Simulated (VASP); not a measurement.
Set up this calculation in VASP 6.6.1, as the native input.

| Property | Result |
| --- | --- |
| Task | relaxation of cell and atoms |
| Functional | PBE |
| Potentials or basis | VASP PAW PBE potentials, release 64 (Sn_d, Se) |
| Cutoff | 600 eV |
| k mesh | 8 × 8 × 4 |
| Occupations | gaussian, width 0.0267 eV |
| Spin | no spin polarisation |
| Dipole correction | no |
| Further INCAR settings | ALGO = Normal; EDIFF = 1e-06; IBRION = 2; EDIFFG = -0.01; NSW = 60; ISIF = 3 |

The structure of SnSe2 lies in POSCAR:

```
SnSe2
1.0
    3.8572360000      0.0000000000      0.0000000000
   -1.9286180000      3.3404660000      0.0000000000
    0.0000000000      0.0000000000      6.2088640000
Sn Se
1 2
Direct
    0.0000000000      0.0000000000      0.0000000000
    0.3333000000      0.6667000000      0.2490000000
    0.6667000000      0.3333000000      0.7510000000
```

These files were run (other wordings do the same):

INCAR

```
SYSTEM = SnSe2
ALGO = Normal
EDIFF = 1E-6
EDIFFG = -0.01
ENCUT = 600
GGA = PE
IBRION = 2
ISIF = 3
ISMEAR = 0
LASPH = .True.
LCHARG = .False.
LREAL = .False.
LWAVE = .False.
NELM = 60
NSW = 60
PREC = Accurate
SIGMA = 0.0267
```

KPOINTS

```
k-points
0
Gamma
  8 8 4
  0 0 0
```

Potentials or basis: VASP PAW PBE potentials, release 64 (Sn_d, Se).

Run with:

```sh
$ cat potpaw_PBE.64/Sn_d/POTCAR potpaw_PBE.64/Se/POTCAR > POTCAR
$ mpirun -np 1 vasp_std > vasp.out
```

It gave:

```
Relaxed volume                        : 30.35 Å³/atom
Relaxed cell                          : a = 3.873 Å, b = 3.873 Å, c = 7.009 Å, α = 90.00°, β = 90.00°, γ = 120.01°
Space group after relaxing (to 0.1 Å) : P-3m1 (No. 164)
Energy gained by relaxing             : 17.1 meV/atom
Ionic steps                           : 18
Pressure after relaxing               : 0.0 GPa
Band gap on the k mesh                : 0.69 eV (least direct gap 1.07 eV)
```

Caveat: semilocal functionals underestimate gaps, and a narrow one can read as zero; spin-orbit coupling is left out, which moves the levels of the heavy elements.

Wall time 11 min on 1 thread of AMD EPYC 9R45 96-Core Processor (Zen 5) (shared host), peak memory 0.29 GiB.
